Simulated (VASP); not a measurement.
# Si8O17 (a cell with a defect) in VASP: a series of runs

Si8O17 (a cell with a defect) is run at these levels: PBE; tasks: single point.

All numbers are computed with VASP 6.6.1; they aren't measurements. Logs are shortened: lines on timing, memory, paths and dates and some standing lists are left out, and cuts for length are marked.

## Step 1: The cell of the first run

The cell holds a defect, 25 atoms: a = 6.851 Å, b = 7.376 Å, c = 6.709 Å, α = 90.00°, β = 78.08°, γ = 90.00°.

## Step 2: Single point, PBE, collinear spin

The input, INCAR:

```
SYSTEM = Si8O17
  PREC = Accurate
  ENCUT = 520
  EDIFF = 1E-6
  ISMEAR = -1
  SIGMA = 0.05
  LREAL = Auto
  LASPH = .TRUE.
  NELM = 150
  ALGO = Normal
  ISIF = 2
  LWAVE = .FALSE.
  LCHARG = .FALSE.
  ISPIN = 2
  MAGMOM = 0 0 0 0 0 0 0 0 0 0 0 0 0 0 0 0 0 0 0 0 0 0 0 0 1
  LORBIT = 11
  GGA = PE
  NBANDS = 89
```

The input, KPOINTS:

```
Automatic mesh
0
G
  1 1 2
  0 0 0
```

The input, POSCAR:

```
Si8O17
1.0
   -6.8513000000      0.0000000000      0.0000000000
    0.0000000000     -7.3761000000      0.0000000000
   -1.3854290000      0.0000000000      6.5638830000
Si O
8 17
Direct
    0.4868306771      0.5050134058      0.2329286218
    0.5052469736      0.5068078047      0.7628894703
    0.1816838139      0.6304320066      0.5715997599
    0.8106104510      0.6294813257      0.4229206633
    0.9883426864      0.0058788722      0.2327036189
    0.0053845392      0.0087157349      0.7620882384
    0.6824670233      0.1284644777      0.5713760934
    0.3105742831      0.1278582332      0.4235072582
   -0.0012683931      0.5315176588      0.4926082970
    0.0005605446      0.0448180757     -0.0029229265
    0.8822812551      0.8129257196      0.2990958502
    0.1104686223      0.8167757788      0.6883011470
    0.8552511666      0.1634069214      0.3672933922
    0.1386045209      0.1661214714      0.6272668026
    0.2772660638      0.5063030576      0.7275437656
    0.7147507028      0.5028703021      0.2691105427
    0.4968640998      0.0301683256      0.4973228425
    0.4948661967      0.5488174900     -0.0017257089
    0.3856394144      0.3103604271      0.2976349152
    0.6040952477      0.3118360585      0.6943551540
    0.3562374361      0.6625902298      0.3679729077
    0.6394751640      0.6631890163      0.6284406204
    0.7768395357      1.0056246169      0.7288488925
    0.2156474665      1.0019245078      0.2690374206
    0.9100755084      0.4505678817      0.9073652610
```

Potentials or basis: VASP PAW PBE potentials, release 64 (Si, O).

Command:

```sh
cat potpaw_PBE.64/Si/POTCAR potpaw_PBE.64/O/POTCAR > POTCAR
mpirun -np 1 vasp_std > vasp.out
```

OUTCAR:

```text
SYSTEM = Si8O17
   PREC = Accurate
   ENCUT = 520
   EDIFF = 1E-6
   ISMEAR = -1
   LREAL = Auto
   LASPH = .TRUE.
   NELM = 150
   ISIF = 2
   ISPIN = 2
   LORBIT = 11
   GGA = PE

 ion  position               nearest neighbor table
   1  0.487  0.505  0.233-  18 1.60  19 1.61  21 1.62  16 1.63   3 2.90   4 2.93   2 3.13
   2  0.505  0.507  0.763-  18 1.60  20 1.62  22 1.63  15 1.63   4 2.90   3 2.93   1 3.13
   3  0.182  0.630  0.572-  12 1.61  15 1.63   9 1.63  21 1.64   1 2.90   4 2.92   2 2.93
   4  0.811  0.629  0.423-  11 1.61  16 1.63   9 1.63  22 1.63   2 2.90   3 2.92   1 2.93
   5  0.988  0.006  0.233-  10 1.59  11 1.62  24 1.63  13 1.63   7 2.90   8 2.91   6 3.14
   6  0.005  0.009  0.762-  10 1.59  12 1.62  23 1.63  14 1.63   8 2.89   7 2.91   5 3.14
   7  0.682  0.128  0.571-  20 1.62  23 1.62  17 1.63  13 1.63   5 2.90   6 2.91   8 2.92
   8  0.311  0.128  0.424-  19 1.62  24 1.62  17 1.63  14 1.63   6 2.89   5 2.91   7 2.92
   9  0.999  0.532  0.493-   4 1.63   3 1.63
  10  0.001  0.045  0.997-   5 1.59   6 1.59
  11  0.882  0.813  0.299-   4 1.61   5 1.62
  12  0.110  0.817  0.688-   3 1.61   6 1.62
  13  0.855  0.163  0.367-   5 1.63   7 1.63
  14  0.139  0.166  0.627-   6 1.63   8 1.63
[... 8 lines left out ...]
  23  0.777  0.006  0.729-   7 1.62   6 1.63
  24  0.216  0.002  0.269-   8 1.62   5 1.63
  25  0.910  0.451  0.907-

  LATTYP: Found a simple monoclinic cell.
 ALAT       =     6.7085000970
 B/A-ratio  =     1.0995155241
 C/A-ratio  =     1.0212864129
 COS(beta)  =    -0.2065184438

  Lattice vectors:

 A1 = (  -1.3854290000,   0.0000000000,   6.5638830000)
 A2 = (   0.0000000000,  -7.3761000000,   0.0000000000)
 A3 = (   6.8513000000,   0.0000000000,   0.0000000000)

Analysis of symmetry for initial positions (statically):
=====================================================================
 Subroutine PRICEL returns:
 Original cell was already a primitive cell.

 Routine SETGRP: Setting up the symmetry group for a
 simple monoclinic supercell.

 Subroutine GETGRP returns: Found  1 space group operations
 (whereof  1 operations were pure point group operations)
 out of a pool of  4 trial point group operations.

The static configuration has the point symmetry C_1 .

Analysis of symmetry for dynamics (positions and initial velocities):
=====================================================================
 Subroutine PRICEL returns:
 Original cell was already a primitive cell.

 Routine SETGRP: Setting up the symmetry group for a
 simple monoclinic supercell.

 Subroutine GETGRP returns: Found  1 space group operations
 (whereof  1 operations were pure point group operations)
 out of a pool of  4 trial point group operations.

The dynamic configuration has the point symmetry C_1 .

Analysis of structural, dynamic, and magnetic symmetry:
=====================================================================
 Subroutine PRICEL returns:
 Original cell was already a primitive cell.

 Routine SETGRP: Setting up the symmetry group for a
 simple monoclinic supercell.

 Subroutine GETGRP returns: Found  1 space group operations
 (whereof  1 operations were pure point group operations)
 out of a pool of  4 trial point group operations.

The overall configuration has the point symmetry C_1 .

 Subroutine INISYM returns: Found  1 space group operations
 (whereof  1 operations are pure point group operations),
 and found     1 'primitive' translations

----------------------------------------------------------------------------------------

                                     Primitive cell

  volume of cell :     331.7116

  direct lattice vectors                    reciprocal lattice vectors
    -6.851300000  0.000000000  0.000000000    -0.145957701  0.000000000 -0.030807074
     0.000000000 -7.376100000  0.000000000     0.000000000 -0.135572999  0.000000000
    -1.385429000  0.000000000  6.563883000     0.000000000  0.000000000  0.152348846

  length of vectors
     6.851300000  7.376100000  6.708500097     0.149173478  0.135572999  0.152348846

  position of ions in fractional coordinates (direct lattice)
     0.486830677  0.505013406  0.232928622
[... 85 lines left out ...]
   total plane-waves  NPLWV = 151200
   dimension x,y,z NGX =    54 NGY =   56 NGZ =   50
   dimension x,y,z NGXF=   108 NGYF=  112 NGZF=  100
   ions per type =               8  17
   NGX,Y,Z   is equivalent  to a cutoff of  13.10, 12.62, 12.39 a.u.
   NGXF,Y,Z  is equivalent  to a cutoff of  26.21, 25.24, 24.78 a.u.
 SYSTEM =  Si8O17
   PREC   = accura    normal or accurate (medium, high low for compatibility)
   ISTART =      0    job   : 0-new  1-cont  2-samecut
   ICHARG =      2    charge: 1-file 2-atom 10-const
   ISPIN  =      2    spin polarized calculation?
   LNONCOLLINEAR =      F non collinear calculations
   LSORBIT =      F    spin-orbit coupling
   LASPH  =      T    aspherical Exc in radial PAW
   ENCUT  =  520.0 eV  38.22 Ry    6.18 a.u.  12.74 13.71 12.47*2*pi/ulx,y,z
   NELM   =    150;   NELMIN=  2; NELMDL= -5     # of ELM steps
   EDIFF  = 0.1E-05   stopping-criterion for ELM
   LREAL  =      T    real-space projection
   EDIFFG = 0.1E-04   stopping-criterion for IOM
   NSW    =      0    number of steps for IOM
   IBRION =     -1    ionic relax: 0-MD 1-quasi-New 2-CG
   NFREE  =      0    steps in history (QN), initial steepest desc. (CG)
   ISIF   =      2    stress and relaxation
   ISYM   =      2    0-nonsym 1-usesym 2-fastsym
   POTIM  = 0.5000    time-step for ionic-motion
   TEBEG  =    0.0;   TEEND  =   0.0 temperature during run
   PSTRESS=    0.0 pullay stress
   NELECT =     134.0000    total number of electrons
   NUPDOWN=      -1.0000    fix difference up-down
   EMIN   =  10.00;   EMAX   =-10.00  energy-range for DOS
   EFERMI =   0.00;   METHOD = LEGACY
   ISMEAR =    -1;   SIGMA  =   0.05  broadening in eV -4-tet -1-fermi 0-gaus
   EFERMI_NEDOS =   21; number of points for ismear=-14 and -15
   IALGO  =     38    algorithm
   IMIX   =      4    mixing-type and parameters
     AMIX     =   0.40;   BMIX     =  1.00
     AMIX_MAG =   1.60;   BMIX_MAG =  1.00
  volume/ion in A,a.u.               =      13.27        89.54
  Fermi-wavevector in a.u.,A,eV,Ry     =   1.210197  2.286942 19.926791  1.464578
  Thomas-Fermi vector in A             =   2.345752
   LORBIT       =     11    0 simple, 1 ext, 2 COOP (PROOUT), +10 PAW based schemes
   GGA     = PE    functional components
   LHFCALC =     F    Hartree Fock is set to
   AEXX    =    0.0000 exact exchange contribution
   IVDW    =     0    specifies the selected vdW correction
   LEPSILON=     F    determine dielectric tensor
   LRPA    =     F    only Hartree local field effects (RPA)
 spin polarized calculation
  energy-cutoff  :      520.00
  volume of cell :      331.71
 maximum number of plane-waves:      8935
 NGX is ok and might be reduce to    50
   NGX = 25   NGY = 27   NGZ = 25

 number of electron     134.0000003 magnetization       2.0001054

 Free energy of the ion-electron system (eV)
  ---------------------------------------------------
  ext. energy  EPLUGINS =         0.00000000
  ---------------------------------------------------
  free energy    TOTEN  =      -189.58591585 eV

  energy without entropy =     -189.58589257  energy(sigma->0) =     -189.58590421

 E-fermi :   1.9482     XC(G=0):  -8.8320

 val. band max:        1.4089394390   @ k =   0.0000   0.0000   0.0000
 cond. band min:       2.4761199486   @ k =   0.0000   0.0000   0.5000
 fundamental gap:      1.0671805096
 Fermi energy:         1.9481892719

 spin component 1

 k-point     1 :       0.0000    0.0000    0.0000
  band No.  band energies     occupation
      1     -19.0700      1.00000
      2     -18.4948      1.00000
      3     -18.0339      1.00000
      4     -17.9677      1.00000
      5     -17.9335      1.00000
      6     -17.5478      1.00000
[... 153 lines left out ...]
     78      10.1255      0.00000
     79      10.1557      0.00000
 Fermi energy:         1.9481892719

 spin component 2

 k-point     1 :       0.0000    0.0000    0.0000
  band No.  band energies     occupation
      1     -19.0534      1.00000
      2     -18.4807      1.00000
      3     -18.0221      1.00000
      4     -17.9519      1.00000
      5     -17.9255      1.00000
      6     -17.5352      1.00000
[... 153 lines left out ...]
     78      10.1337      0.00000
     79      10.1635      0.00000
 [bands above 79 left out]

------------------------ aborting loop because EDIFF is reached ----------------------------------------

  FORCE on cell =-STRESS in cart. coord.  units (eV):
  Direction    XX          YY          ZZ          XY          YZ          ZX
  --------------------------------------------------------------------------------------
  -------------------------------------------------------------------------------------
  Total       10.7783508     12.6598475     11.1184508     -0.1457249      0.3474370     -2.8429147
  in kB       52.0597746     61.1474634     53.7024687     -0.7038558      1.6781317    -13.7313679
  external PRESSURE =      55.6365689 kB  Pullay stress =       0.0000000 kB

 VOLUME and BASIS-vectors are now :
 -----------------------------------------------------------------------------
  energy-cutoff  :      520.00
  volume of cell :      331.71
      direct lattice vectors                 reciprocal lattice vectors
    -6.851300000  0.000000000  0.000000000    -0.145957701  0.000000000 -0.030807074
     0.000000000 -7.376100000  0.000000000     0.000000000 -0.135572999  0.000000000
    -1.385429000  0.000000000  6.563883000     0.000000000  0.000000000  0.152348846

 POSITION                                       TOTAL-FORCE (eV/Angst)
 -----------------------------------------------------------------------------------
     -3.65813     -3.72503      1.52892         0.007489      0.003038     -0.058991
     -4.51853     -3.73827      5.00752        -0.009464      0.010144      0.046489
     -2.03668     -4.65013      3.75191         0.009067     -0.021293     -0.002818
     -6.13966     -4.64312      2.77600        -0.018622     -0.018282     -0.019150
     -7.09383     -0.04336      1.52744         0.027704      0.028707     -0.063937
     -1.09271     -0.06429      5.00226        -0.030156      0.039907      0.055981
[... 17 lines left out ...]
     -1.85020     -0.01420      1.76593        -0.010243      0.004186      0.001975
     -7.49229     -3.32343      5.95584         0.001419      0.013812     -0.005295
 -----------------------------------------------------------------------------------
    total drift:                                0.004764      0.010663     -0.005828

  FREE ENERGIE OF THE ION-ELECTRON SYSTEM (eV)
  ---------------------------------------------------
  free  energy   TOTEN  =      -189.5859158487 eV

  energy  without entropy=     -189.5858925740  energy(sigma->0) =     -189.58590421

 total charge

# of ion       s       p       d       tot
------------------------------------------
    1        0.647   1.007   0.000   1.654
    2        0.646   1.006   0.000   1.652
    3        0.646   0.995   0.000   1.642
    4        0.648   0.997   0.000   1.645
    5        0.646   1.006   0.000   1.653
    6        0.645   1.004   0.000   1.649
[... 17 lines left out ...]
   24        1.556   3.677   0.000   5.233
   25        1.623   2.965   0.000   4.588
--------------------------------------------------
tot         31.631  70.012   0.000 101.643

 magnetization (x)

# of ion       s       p       d       tot
------------------------------------------
    1       -0.000   0.000   0.000   0.000
    2        0.001  -0.000   0.000   0.000
    3       -0.000  -0.001   0.000  -0.001
    4       -0.000   0.000   0.000   0.000
    5       -0.000  -0.000   0.000  -0.000
    6       -0.000  -0.000   0.000  -0.000
[... 17 lines left out ...]
   24        0.000   0.000   0.000   0.000
   25        0.017   1.455   0.000   1.472
--------------------------------------------------
tot          0.025   1.582   0.000   1.606
```

Run time: 3.5 min. Hardware: 1 thread of AMD EPYC 9R45 (Zen 5), shared host; peak memory 0.48 GiB.

What came out:

```yaml
Free_energy: -189.5859 eV
Pressure: 5.6 GPa
Largest_force: 0.075 eV/Å
Band_gap_on_the_k_mesh: 1.07 eV
Net_moment: 2.00 μB per cell
Site_moments: Si +0.00, -0.00 (each value once); O +0.02, -0.00, +0.00, +0.03, +0.04, +0.01, +1.47 (each value once) μB
Valence_electrons_inside_the_program's_atomic_spheres: Si 1.65, 1.64 (each value once); O 5.22, 5.28, 5.26, 5.23, 4.59 (each value once)
```

Forces in eV/Å, atoms in the order of the input:
```
Si   0.007  0.003 -0.059
Si  -0.009  0.010  0.046
Si   0.009 -0.021 -0.003
Si  -0.019 -0.018 -0.019
Si   0.028  0.029 -0.064
Si  -0.030  0.040  0.056
Si   0.048 -0.026  0.049
Si  -0.042  0.005 -0.024
O    0.018 -0.003 -0.007
O   -0.008 -0.001 -0.006
O   -0.020 -0.008  0.037
O    0.053 -0.048  0.019
O   -0.016  0.004 -0.004
O    0.000  0.001 -0.012
O    0.005  0.020  0.013
O   -0.013  0.019 -0.006
O    0.021 -0.008 -0.004
O    0.006 -0.005  0.006
O   -0.001 -0.010  0.023
O   -0.048 -0.004 -0.048
O    0.014 -0.005  0.016
O    0.009  0.001 -0.017
O   -0.004  0.008  0.009
O   -0.010  0.004  0.002
O    0.001  0.014 -0.005
```

Levels at points of the mesh, in eV from the valence-band top:
Spin up:
| k point | band 65 | band 66 | band 67 | band 68 | band 69 | band 70 | band 71 | band 72 |
| --- | --- | --- | --- | --- | --- | --- | --- | --- |
| (0.00, 0.00, 0.00) | -1.08 | -1.04 | -0.97 | -0.90 | 5.03 | 7.58 | 7.96 | 8.04 |
| (0.00, 0.00, 0.50) | -1.13 | -1.07 | -0.93 | -0.88 | 6.11 | 6.69 | 7.78 | 7.92 |
Spin down:
```
           k point  band 63  band 64  band 65  band 66  band 67  band 68  band 69  band 70
(0.00, 0.00, 0.00)    -1.06    -0.97    -0.97     0.00     1.10     1.27     5.05     7.59
(0.00, 0.00, 0.50)    -1.14    -0.95    -0.92    -0.01     1.07     1.27     6.16     6.72
```

Caveat: the k points lie up to 0.94 Å⁻¹ apart, too coarse for converged energies, forces and pressures.

(Part 1 of 2 ends here.)
